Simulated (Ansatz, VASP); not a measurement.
**One calculation of AlIn, two programs**

```xyz
2
Lattice="3.0541 0.0000 0.0000 -1.5271 2.6450 0.0000 0.0000 0.0000 5.8280" Properties=species:S:1:pos:R:3 pbc="T T T"
Al    0.0000    0.0000    0.0000
In    0.0000    0.0000    2.9140
```

Alike in both runs: functional PBE; k mesh 24 × 24 × 10; occupations gaussian, width 0.1 eV; no spin polarisation.

Ansatz relaxed the structure, and its values are those at the end. VASP's run is a single point on that final structure, the one shown.

|  | VASP | Ansatz |
| --- | --- | --- |
| version | VASP 6.6.1 | Ansatz 0.2.0 |
| potentials or method | VASP PAW PBE potentials, release 64 (Al, In_d), cutoff 520 eV | scalar-relativistic, plane waves, PAW |
| valence electrons in the cell | 16 | 16 |

```tsv
	VASP	Ansatz	Ansatz less VASP
gap on the k mesh at the Fermi level (eV)	none	none	-
pressure (GPa)	0.0	0.0	+0.02
```

A gap of «none» marks a metal or a gap that the smearing closes.
